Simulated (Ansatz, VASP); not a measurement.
# Rh in VASP and in Ansatz

File INCAR:

```
PREC = Accurate
ENCUT = 520
EDIFF = 1E-7
ISMEAR = 0
SIGMA = 0.012
LREAL = False
LASPH = True
NELM = 100
ALGO = Normal
ISIF = 2
LWAVE = False
LCHARG = False
GGA = PE
NBANDS = 14
```

The input KPOINTS:

```
regular mesh
0
Gamma
  12 12 12
```

File POSCAR:

```
Rh
1.0
    0.0000000000      1.8978500000      1.8978500000
    1.8978500000      0.0000000000      1.8978500000
    1.8978500000      1.8978500000      0.0000000000
Rh
1
Direct
    0.0000000000      0.0000000000      0.0000000000
```

The input input.yaml:

```yaml
crystal:
  lattice:
    - [0.0, 1.89785, 1.89785]
    - [1.89785, 0.0, 1.89785]
    - [1.89785, 1.89785, 0.0]
  atoms:
    - { symbol: Rh, position: [0.0, 0.0, 0.0] }
kpoints:
  mp_grid: { grid: [12, 12, 12] }
scf:
  occupations: { method: gaussian, width: 0.012 }
hamiltonian:
  xc: pbe
  pseudopotentials: { kind: all_electron, lapw: { basis_error: 0.001 } }
output:
  forces: true
  stress: true
  eigenvalues: true
```

Alike in both runs: task single point; functional PBE; k mesh 12 × 12 × 12; occupations gaussian, width 0.012 eV; no spin polarisation.

|  | VASP | Ansatz |
| --- | --- | --- |
| version | VASP 6.6.1 | Ansatz 0.2.0 |
| potentials or method | VASP PAW PBE potentials, release 64 (Rh_pv), cutoff 520 eV | all-electron LAPW, scalar-relativistic |

|  | VASP | Ansatz | Ansatz less VASP |
| --- | --- | --- | --- |
| gap on the k mesh at the Fermi level (eV) | none | none | - |
| pressure (GPa) | 7.3 | 7.2 | -0.08 |

A gap of «none» marks a metal or a gap that the smearing closes. Ansatz ran all-electron here, and VASP with PAW potentials.
